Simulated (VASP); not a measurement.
The system is CoO.

```
Co O
1.0
     2.66125    0.00000    0.00000
     0.00000    2.66125    0.00000
     0.00000    0.00000    2.66125
Co O
1 1
Direct
  0.00000 0.00000 0.00000
  0.50000 0.50000 0.50000
```

| Quantity | Value |
| --- | --- |
| Program | VASP 6.6.1 |
| Task | relaxation of cell and atoms |
| Functional | PBE |
| Potentials or basis | VASP PAW PBE potentials, release 64 (Co, O) |
| Cutoff | 600 eV |
| k mesh | 10 × 10 × 10 |
| Occupations | gaussian, width 0.02 eV |
| Spin | no spin polarisation |
| Hubbard terms | Co d U = 3.32 eV |

At the start: pressure -22.3 GPa; volume 9.42 Å³/atom.

**Question.** How do energy, volume and symmetry change on relaxing?

**Answer.** Over 3 steps the energy falls by 95.8 meV/atom and the volume is 8.22 Å³/atom (-12.8 %); space group Pm-3m (No. 221, to 0.1 Å) before and after.

The path:
```csv
step,energy change (eV),largest force (eV/Å),pressure (GPa),volume (Å³)
1,0.0000,0.0000,-22.35,18.85
2,-0.1489,0.0000,15.28,15.48
3,-0.1916,0.0000,-0.07,16.44
```

Final structure:
```
Co O
1.0
     2.54255    0.00000    0.00000
     0.00000    2.54255    0.00000
     0.00000    0.00000    2.54255
Co O
1 1
Direct
  0.00000 0.00000 0.00000
  0.50000 0.50000 0.50000
```

Caveat: an odd number of electrons without spin polarisation forces a metal; a magnetic or distorted state may lie lower; the run has no spin polarisation, though such a crystal can be magnetic; U without spin polarisation on a metal has little footing.
